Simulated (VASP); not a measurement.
# InSi2B3 (P-3m1) in VASP: notebook, part 2 of 2

VASP 6.6.1. Earlier steps stand in the parts before.

## Step 5: Relaxation of cell and atoms, PBE

INCAR reads:

```
  PREC = Accurate
  ENCUT = 600
  EDIFF = 1E-6
  ISMEAR = 0
  SIGMA = 0.1
  LREAL = False
  LASPH = True
  NELM = 100
  ALGO = Normal
  ISIF = 3
  LWAVE = False
  LCHARG = False
  GGA = PE
  IBRION = 2
  NSW = 90
  EDIFFG = -0.04
```

KPOINTS reads:

```
regular mesh
0
Gamma
  6 6 4
```

POSCAR reads:

```
InSi2B3
1.0
    3.6329990600      0.0000000000      0.0000000000
   -1.8164995300      3.1462694800      0.0000000000
    0.0000000000      0.0000000000      6.7430381800
In Si B
1 2 3
Direct
    0.0000000000      0.0000000000      0.5000000000
    0.3333333300      0.6666666700      0.7463855900
    0.6666666700      0.3333333300      0.2536144100
    0.0000000000      0.0000000000      0.1651157800
    0.0000000000      0.0000000000      0.8348842200
    0.0000000000      0.0000000000      0.0000000000
```

Potentials or basis: VASP PAW PBE potentials, release 64 (In_d, Si, B).

Launch:

```sh
$ cat potpaw_PBE.64/In_d/POTCAR potpaw_PBE.64/Si/POTCAR potpaw_PBE.64/B/POTCAR > POTCAR
$ mpirun -np 1 vasp_std > vasp.out
```

OUTCAR:

```text
PREC = Accurate
   ENCUT = 600
   EDIFF = 1E-6
   ISMEAR = 0
   LREAL = False
   LASPH = True
   NELM = 100
   ISIF = 3
   GGA = PE
   IBRION = 2
   NSW = 90
   EDIFFG = -0.04

 ion  position               nearest neighbor table
   1  0.000  0.000  0.500-   4 2.26   5 2.26   2 2.68   3 2.68   3 2.68   2 2.68   3 2.68   2 2.68

   2  0.333  0.667  0.746-   5 2.18   5 2.18   5 2.18   1 2.68   1 2.68   1 2.68
   3  0.667  0.333  0.254-   4 2.18   4 2.18   4 2.18   1 2.68   1 2.68   1 2.68
   4  0.000  0.000  0.165-   6 1.11   3 2.18   3 2.18   3 2.18   1 2.26
   5  0.000  0.000  0.835-   6 1.11   2 2.18   2 2.18   2 2.18   1 2.26
   6  0.000  0.000  0.000-   4 1.11   5 1.11

  LATTYP: Found a hexagonal cell.
 ALAT       =     3.6329990600
 C/A-ratio  =     1.8560528282

  Lattice vectors:

 A1 = (   3.6329990600,   0.0000000000,   0.0000000000)
 A2 = (  -1.8164995300,   3.1462694800,   0.0000000000)
 A3 = (   0.0000000000,   0.0000000000,   6.7430381800)

Analysis of symmetry for initial positions (statically):
=====================================================================
 Subroutine PRICEL returns:
 Original cell was already a primitive cell.

 Routine SETGRP: Setting up the symmetry group for a
 hexagonal supercell.

 Subroutine GETGRP returns: Found 12 space group operations
 (whereof 12 operations were pure point group operations)
 out of a pool of 24 trial point group operations.

The static configuration has the point symmetry D_3d.

Analysis of symmetry for dynamics (positions and initial velocities):
=====================================================================
 Subroutine PRICEL returns:
 Original cell was already a primitive cell.

 Routine SETGRP: Setting up the symmetry group for a
 hexagonal supercell.

 Subroutine GETGRP returns: Found 12 space group operations
 (whereof 12 operations were pure point group operations)
 out of a pool of 24 trial point group operations.

The dynamic configuration has the point symmetry D_3d.

 Subroutine INISYM returns: Found 12 space group operations
 (whereof 12 operations are pure point group operations),
 and found     1 'primitive' translations

----------------------------------------------------------------------------------------

                                     Primitive cell

  volume of cell :      77.0756

  direct lattice vectors                    reciprocal lattice vectors
     3.632999060  0.000000000  0.000000000     0.275254682  0.158918364  0.000000000
    -1.816499530  3.146269480  0.000000000     0.000000000  0.317836729  0.000000000
     0.000000000  0.000000000  6.743038180     0.000000000  0.000000000  0.148301103

  length of vectors
     3.632999060  3.632999062  6.743038180     0.317836729  0.317836729  0.148301103

  position of ions in fractional coordinates (direct lattice)
     0.000000000  0.000000000  0.500000000
     0.333333330  0.666666670  0.746385590
     0.666666670  0.333333330  0.253614410
     0.000000000  0.000000000  0.165115780
     0.000000000  0.000000000  0.834884220
     0.000000000  0.000000000  0.000000000

  ion indices of the primitive-cell ions
   primitive index   ion index
                 1           1
                 2           2
                 3           3
                 4           4
                 5           5
                 6           6

----------------------------------------------------------------------------------------

 KPOINTS: regular mesh

Automatic generation of k-mesh.
 Grid dimensions read from file:
 generate k-points for:    6    6    4

 Generating k-lattice:

  Cartesian coordinates                     Fractional coordinates (reciprocal lattice)
     0.045875780  0.026486394  0.000000000     0.166666667 -0.000000000  0.000000000
     0.000000000  0.052972788  0.000000000     0.000000000  0.166666667  0.000000000
     0.000000000  0.000000000  0.037075276     0.000000000  0.000000000  0.250000000

  Length of vectors
     0.052972788  0.052972788  0.037075276

  Shift w.r.t. Gamma in fractional coordinates (k-lattice)
     0.000000000  0.000000000  0.000000000

 Subroutine IBZKPT returns following result:
 ===========================================

 Found     24 irreducible k-points:

 Following reciprocal coordinates:
            Coordinates               Weight
  0.000000  0.000000  0.000000      1.000000
  0.166667 -0.000000  0.000000      6.000000
  0.333333  0.000000  0.000000      6.000000
  0.500000 -0.000000  0.000000      3.000000
  0.166667  0.166667  0.000000      6.000000
  0.333333  0.166667  0.000000     12.000000
[... 16 lines left out ...]
  0.333333  0.166667  0.500000     12.000000
  0.333333  0.333333  0.500000      2.000000
   k-points           NKPTS =     24   k-points in BZ     NKDIM =     24   number of bands    NBANDS=     19
   number of dos      NEDOS =    301   number of ions     NIONS =      6
   total plane-waves  NPLWV =  48600
   dimension x,y,z NGX =    30 NGY =   30 NGZ =   54
   dimension x,y,z NGXF=    60 NGYF=   60 NGZF=  108
   ions per type =               1   2   3
   NGX,Y,Z   is equivalent  to a cutoff of  13.73, 13.73, 13.31 a.u.
   NGXF,Y,Z  is equivalent  to a cutoff of  27.46, 27.46, 26.63 a.u.
 SYSTEM =  unknown system
   PREC   = accura    normal or accurate (medium, high low for compatibility)
   ISTART =      0    job   : 0-new  1-cont  2-samecut
   ICHARG =      2    charge: 1-file 2-atom 10-const
   ISPIN  =      1    spin polarized calculation?
   LNONCOLLINEAR =      F non collinear calculations
   LSORBIT =      F    spin-orbit coupling
   LASPH  =      T    aspherical Exc in radial PAW
   ENCUT  =  600.0 eV  44.10 Ry    6.64 a.u.   7.26  7.26 13.47*2*pi/ulx,y,z
   NELM   =    100;   NELMIN=  2; NELMDL= -5     # of ELM steps
   EDIFF  = 0.1E-05   stopping-criterion for ELM
   LREAL  =      F    real-space projection
   EDIFFG = -.4E-01   stopping-criterion for IOM
   NSW    =     90    number of steps for IOM
   IBRION =      2    ionic relax: 0-MD 1-quasi-New 2-CG
   NFREE  =      1    steps in history (QN), initial steepest desc. (CG)
   ISIF   =      3    stress and relaxation
   ISYM   =      2    0-nonsym 1-usesym 2-fastsym
   POTIM  = 0.5000    time-step for ionic-motion
   TEBEG  =    0.0;   TEEND  =   0.0 temperature during run
   PSTRESS=    0.0 pullay stress
   NELECT =      30.0000    total number of electrons
   NUPDOWN=      -1.0000    fix difference up-down
   EMIN   =  10.00;   EMAX   =-10.00  energy-range for DOS
   EFERMI =   0.00;   METHOD = LEGACY
   ISMEAR =     0;   SIGMA  =   0.10  broadening in eV -4-tet -1-fermi 0-gaus
   EFERMI_NEDOS =   21; number of points for ismear=-14 and -15
   IALGO  =     38    algorithm
   IMIX   =      4    mixing-type and parameters
     AMIX     =   0.40;   BMIX     =  1.00
     AMIX_MAG =   1.60;   BMIX_MAG =  1.00
  volume/ion in A,a.u.               =      12.85        86.69
  Fermi-wavevector in a.u.,A,eV,Ry     =   1.195298  2.258786 19.439162  1.428738
  Thomas-Fermi vector in A             =   2.331267
   LORBIT       =      0    0 simple, 1 ext, 2 COOP (PROOUT), +10 PAW based schemes
   GGA     = PE    functional components
   LHFCALC =     F    Hartree Fock is set to
   AEXX    =    0.0000 exact exchange contribution
   IVDW    =     0    specifies the selected vdW correction
   LEPSILON=     F    determine dielectric tensor
   LRPA    =     F    only Hartree local field effects (RPA)
 conjugate gradient relaxation of ions
 non-spin polarized calculation
 Gauss-broadening in eV      SIGMA  =   0.10
  energy-cutoff  :      600.00
  volume of cell :       77.08
 maximum number of plane-waves:      2625
 NGX is ok and might be reduce to    30
   NGX = 15   NGY = 15   NGZ = 27

--------------------------------------- Ionic step        1  -------------------------------------------

 number of electron      30.0000001 magnetization

 Free energy of the ion-electron system (eV)
  ---------------------------------------------------
  ext. energy  EPLUGINS =         0.00000000
  ---------------------------------------------------
  free energy    TOTEN  =       -17.06621567 eV

  energy without entropy =      -17.05971877  energy(sigma->0) =      -17.06296722

------------------------ aborting loop because EDIFF is reached ----------------------------------------

  FORCE on cell =-STRESS in cart. coord.  units (eV):
  Direction    XX          YY          ZZ          XY          YZ          ZX
  --------------------------------------------------------------------------------------
  -------------------------------------------------------------------------------------
  Total       -0.8601503     -0.8601503     92.1656351      0.0000000      0.0000000      0.0000000
  in kB      -17.8800248    -17.8800249   1915.8556346      0.0000000      0.0000000      0.0000000
  external PRESSURE =     626.6985283 kB  Pullay stress =       0.0000000 kB
[... 1162 lines left out ...]
      6      -3.8659      2.00000
[... 11 lines left out ...]
     18       6.0105      0.40459
     19      10.3639      0.00000

[... ionic steps 4 to 35 ...]

--------------------------------------- Ionic step       36  -------------------------------------------

 number of electron      29.9999986 magnetization

------------------------ aborting loop because EDIFF is reached ----------------------------------------
[... 75 lines left out ...]
--------------------------------------- Ionic step       38  -------------------------------------------

 number of electron      29.9999985 magnetization

 Free energy of the ion-electron system (eV)
  ---------------------------------------------------
  ext. energy  EPLUGINS =         0.00000000
  ---------------------------------------------------
  free energy    TOTEN  =       -31.55961592 eV

  energy without entropy =      -31.55346006  energy(sigma->0) =      -31.55653799

 E-fermi :   6.0635     XC(G=0): -10.0435

 val. band max:        6.0519381695   @ k =   0.3333   0.1667   0.2500
 cond. band min:       6.0975343494   @ k =   0.3333   0.3333   0.5000
 fundamental gap:      0.0455961798
 Fermi energy:         6.0635048225
[... 559 lines left out ...]
  FREE ENERGIE OF THE ION-ELECTRON SYSTEM (eV)
  ---------------------------------------------------
  free  energy   TOTEN  =       -31.5596159189 eV

  energy  without entropy=      -31.5534600632  energy(sigma->0) =      -31.55653799

 reached required accuracy - stopping structural energy minimisation
```

Run time: 7.8 min. Hardware: 1 thread of Intel Xeon 6975P-C (Granite Rapids), shared host; peak memory 0.25 GiB.

Results:

```
Free energy                            : -31.5596 eV
Relaxed volume                         : 15.41 Å³/atom
Relaxed cell                           : a = 3.412 Å, b = 3.412 Å, c = 9.175 Å, α = 90.00°, β = 90.00°, γ = 120.00°
Space group after relaxing (to 0.05 Å) : P-3m1 (No. 164)
Energy gained by relaxing              : 2415.6 meV/atom
Ionic steps                            : 38
Pressure after relaxing                : 0.0 GPa
Largest force after relaxing           : 0.029 eV/Å
Band gap on the k mesh                 : zero (band 15 reaches 7.82 eV, above the bottom of band 16 at 5.04 eV)
```

Forces on the atoms (eV/Å):
```
In   0.000  0.000  0.000
Si   0.000  0.000 -0.008
Si   0.000  0.000  0.008
B    0.000  0.000  0.029
B    0.000  0.000 -0.029
B    0.000  0.000  0.000
```

Step by step:
| step | energy change (eV) | largest force (eV/Å) | pressure (GPa) | volume (Å³) |
| --- | --- | --- | --- | --- |
| 1 | 0.0000 | 36.1797 | 62.67 | 77.08 |
| 2 | 145.9789 | 292.8523 | 201.72 | 132.34 |
| 3 | 7.4746 | 38.7282 | 48.86 | 97.24 |
| 4 | 2.7639 | 29.9953 | 41.88 | 92.73 |
| 5 | -2.1691 | 21.4687 | 35.14 | 84.53 |
| 6 | -4.1702 | 19.4070 | 34.39 | 80.80 |
| 7 | -5.1082 | 18.0242 | 36.06 | 78.94 |
| 8 | -5.5162 | 17.1992 | 37.41 | 78.01 |
| 9 | -5.7005 | 16.7063 | 38.24 | 77.54 |
| 10 | -5.7857 | 16.4393 | 38.73 | 77.31 |
| 11 | -5.8265 | 16.3001 | 38.99 | 77.19 |
| 12 | -5.8463 | 16.2313 | 39.12 | 77.13 |
| 13 | -5.8561 | 16.1956 | 39.18 | 77.10 |
| 14 | -5.8610 | 16.1779 | 39.21 | 77.09 |
| 15 | -5.8634 | 16.1693 | 39.23 | 77.08 |
| 16 | -5.8646 | 16.1652 | 39.23 | 77.08 |
| 17 | -5.8652 | 16.1631 | 39.24 | 77.08 |
| 18 | -5.8655 | 16.1619 | 39.24 | 77.08 |
| 19 | -5.8657 | 16.1609 | 39.25 | 77.08 |
| 20 | -10.2775 | 1.3845 | -15.12 | 121.57 |
| 21 | -11.8345 | 3.2921 | -11.07 | 99.18 |
| 22 | -11.8415 | 3.3975 | -10.63 | 98.49 |
| 23 | -11.8423 | 3.5452 | -10.05 | 97.60 |
| 24 | -13.1529 | 2.9407 | -0.64 | 85.56 |
| 25 | -13.3705 | 2.0330 | 9.02 | 79.25 |
| 26 | -13.9153 | 0.8404 | 6.41 | 82.07 |
| 27 | -13.9916 | 1.0092 | 6.26 | 83.57 |
| 28 | -14.2199 | 0.7626 | -1.71 | 90.40 |
| 29 | -14.2206 | 0.6721 | -1.30 | 89.94 |
| 30 | -14.3014 | 0.6112 | -1.06 | 90.62 |
| 31 | -14.4381 | 0.4432 | -0.37 | 92.59 |
| 32 | -14.4458 | 0.3861 | -0.09 | 93.15 |
| 33 | -14.4829 | 0.2342 | -0.53 | 93.39 |
| 34 | -14.4876 | 0.1825 | -0.75 | 93.51 |
| 35 | -14.4868 | 0.2028 | 0.41 | 91.94 |
| 36 | -14.4931 | 0.0120 | -0.23 | 92.75 |
| 37 | -14.4931 | 0.0740 | 0.31 | 92.20 |
| 38 | -14.4934 | 0.0291 | 0.04 | 92.48 |

Final structure:
```
In Si B
1.0
     3.41157    0.00000    0.00000
    -1.70579    2.95451    0.00000
     0.00000    0.00000    9.17545
In Si B
1 2 3
Direct
  0.00000 0.00000 0.50000
  0.33333 0.66667 0.81207
  0.66667 0.33333 0.18793
  0.00000 0.00000 0.17669
  0.00000 0.00000 0.82331
  0.00000 0.00000 0.00000
```

Levels at points of the mesh, in eV from the Fermi level:
| k point | band 11 | band 12 | band 13 | band 14 | band 15 | band 16 | band 17 | band 18 | band 19 |
| --- | --- | --- | --- | --- | --- | --- | --- | --- | --- |
| (0.00, 0.00, 0.00) | -2.02 | -2.02 | -0.83 | -0.83 | 1.32 | 2.93 | 4.00 | 4.00 | 4.27 |
| (0.50, 0.00, 0.00) | -3.64 | -3.47 | -2.68 | -2.46 | -1.80 | -0.30 | 0.78 | 1.93 | 2.74 |
| (0.00, 0.00, 0.50) | -2.02 | -2.02 | -0.85 | -0.85 | 0.31 | 3.01 | 3.65 | 4.03 | 4.03 |
| (0.50, 0.00, 0.50) | -4.26 | -3.63 | -2.48 | -2.11 | -2.10 | -0.88 | 1.49 | 2.71 | 2.90 |

Caveat: the volume moved by over 15 % at a fixed basis, so the end points are rough; spin-orbit coupling is left out, which moves the levels of the heavy elements.

## Step 6: Relaxation of cell and atoms, PBE

This run uses another cell than the first one, of 15.43 Å³/atom, 1.201 times its volume.

INCAR reads:

```
ALGO = Normal
EDIFF = 1E-7
EDIFFG = -0.01
ENCUT = 600
GGA = PE
IBRION = 2
ISIF = 3
ISMEAR = 0
LASPH = True
LCHARG = False
LREAL = False
LWAVE = False
NELM = 100
NSW = 100
PREC = Accurate
SIGMA = 0.1
```

KPOINTS reads:

```
k-points
0
Gamma
  12 12 4
```

POSCAR reads:

```
InSi2B3
1.0
    3.4132615399      0.0000000000      0.0000000000
   -1.7066307700      2.9559712033      0.0000000000
    0.0000000000      0.0000000000      9.1743622672
In Si B
1 2 3
Direct
    0.0000000000      0.0000000000      0.5000000000
    0.3333333333      0.6666666667      0.8117138038
    0.6666666667      0.3333333333      0.1882861962
    0.0000000000      0.0000000000      0.1768242980
    0.0000000000      0.0000000000      0.8231757020
    0.0000000000      0.0000000000      0.0000000000
```

Potentials or basis: VASP PAW PBE potentials, release 64 (In_d, Si, B).

Launch:

```sh
$ cat potpaw_PBE.64/In_d/POTCAR potpaw_PBE.64/Si/POTCAR potpaw_PBE.64/B/POTCAR > POTCAR
$ mpirun -np 1 vasp_std > vasp.out
```

Run time: 6.4 min. Hardware: 1 thread of Intel Xeon 6975P-C (Granite Rapids), shared host; peak memory 0.36 GiB.

It converged, with:

```
Free energy                            : -31.5823 eV
Relaxed volume                         : 15.29 Å³/atom
Relaxed cell                           : a = 3.413 Å, b = 3.413 Å, c = 9.096 Å, α = 90.00°, β = 90.00°, γ = 120.00°
Space group after relaxing (to 0.05 Å) : P-3m1 (No. 164)
Energy gained by relaxing              : 0.5 meV/atom
Ionic steps                            : 12
Pressure after relaxing                : 0.1 GPa
Largest force after relaxing           : 0.009 eV/Å
Band gap on the k mesh                 : zero (band 15 reaches 8.01 eV, above the bottom of band 16 at 5.14 eV)
```

Forces on the atoms (eV/Å):
```
In   0.000  0.000  0.000
Si   0.000  0.000 -0.009
Si   0.000  0.000  0.009
B    0.000  0.000  0.004
B    0.000  0.000 -0.004
B    0.000  0.000  0.000
```

Stress tensor (GPa, compression positive):
```
 0.09  0.00  0.00
 0.00  0.09  0.00
 0.00  0.00 -0.01
```

Step by step:
```csv
step,energy change (eV),largest force (eV/Å),pressure (GPa),volume (Å³)
1,0.0000,0.0695,-0.20,92.56
2,-0.0014,0.0931,-0.08,92.31
3,-0.0018,0.1169,0.03,92.07
4,-0.0025,0.0470,-0.01,91.94
5,-0.0027,0.0267,-0.05,91.84
6,-0.0027,0.0268,-0.04,91.85
7,-0.0028,0.0235,0.00,91.81
8,-0.0028,0.0189,0.05,91.75
9,-0.0028,0.0099,0.16,91.65
10,-0.0028,0.0160,0.09,91.72
11,-0.0028,0.0144,0.08,91.73
12,-0.0029,0.0094,0.05,91.75
```

Final structure:
```cif
data_structure
_symmetry_space_group_name_H-M 'P 1'
_symmetry_Int_Tables_number 1
_cell_length_a 3.4127
_cell_length_b 3.4127
_cell_length_c 9.0962
_cell_angle_alpha 90.000
_cell_angle_beta 90.000
_cell_angle_gamma 120.000
_cell_volume 91.75
loop_
_atom_site_label
_atom_site_type_symbol
_atom_site_fract_x
_atom_site_fract_y
_atom_site_fract_z
_atom_site_occupancy
In1 In 0.00000 0.00000 0.50000 1
Si1 Si 0.33333 0.66667 0.81120 1
Si2 Si 0.66667 0.33333 0.18880 1
B1 B 0.00000 0.00000 0.17853 1
B2 B 0.00000 0.00000 0.82147 1
B3 B 0.00000 0.00000 0.00000 1
```

Levels at points of the mesh, in eV from the Fermi level:
```tsv
k point	band 11	band 12	band 13	band 14	band 15	band 16	band 17	band 18	band 19
(0.00, 0.00, 0.00)	-2.03	-2.03	-0.84	-0.84	1.45	2.92	4.00	4.00	4.30
(0.50, 0.00, 0.00)	-3.64	-3.49	-2.71	-2.46	-1.71	-0.25	0.79	1.92	2.73
(0.00, 0.00, 0.50)	-2.02	-2.02	-0.86	-0.86	0.42	2.99	3.67	4.03	4.03
(0.50, 0.00, 0.50)	-4.31	-3.63	-2.49	-2.13	-2.11	-0.78	1.49	2.79	2.89
```

Caveat: spin-orbit coupling is left out, which moves the levels of the heavy elements.

## Step 7: Summary

| task | cell | k mesh | cutoff (eV) | gap on the mesh (eV) | pressure (GPa) | relaxed volume (Å³/atom) | largest force (eV/Å) |
| --- | --- | --- | --- | --- | --- | --- | --- |
| single point | a = 3.633, b = 3.633, c = 6.743 Å, angles 90.0, 90.0, 120.0°, 6 atoms | 6 × 6 × 4 | 520 | none | 62.7 | - | 36.19 |
| single point | a = 3.413, b = 3.413, c = 9.174 Å, angles 90.0, 90.0, 120.0°, 6 atoms | 6 × 6 × 4 | 520 | none | -0.1 | - | 0.01 |
| single point | a = 3.415, b = 3.415, c = 9.090 Å, angles 90.0, 90.0, 120.0°, 6 atoms | 12 × 12 × 4 | 520 | none | 0.0 | - | 0.02 |
| relaxation of cell and atoms | relaxed from a = 3.633, b = 3.633, c = 6.743 Å, angles 90.0, 90.0, 120.0°, 6 atoms | 6 × 6 × 4 | 600 | none | 0.0 | 15.41 | 0.03 |
| relaxation of cell and atoms | relaxed from a = 3.413, b = 3.413, c = 9.174 Å, angles 90.0, 90.0, 120.0°, 6 atoms | 12 × 12 × 4 | 600 | none | 0.1 | 15.29 | 0.01 |

Alike in all rows: level PBE; potentials or basis VASP PAW PBE potentials, release 64 (In_d, Si, B); no spin polarisation; smearing gaussian 0.1 eV.

Caveats: spin-orbit coupling is left out, which moves the levels of the heavy elements; forces of over 1 eV/Å act on the atoms, so gaps and moduli don't describe the material at rest (some runs); the volume moved by over 15 % at a fixed basis, so the end points are rough (some runs).

Total energies depend on the potentials used, so only differences within one code and one set of settings carry meaning.
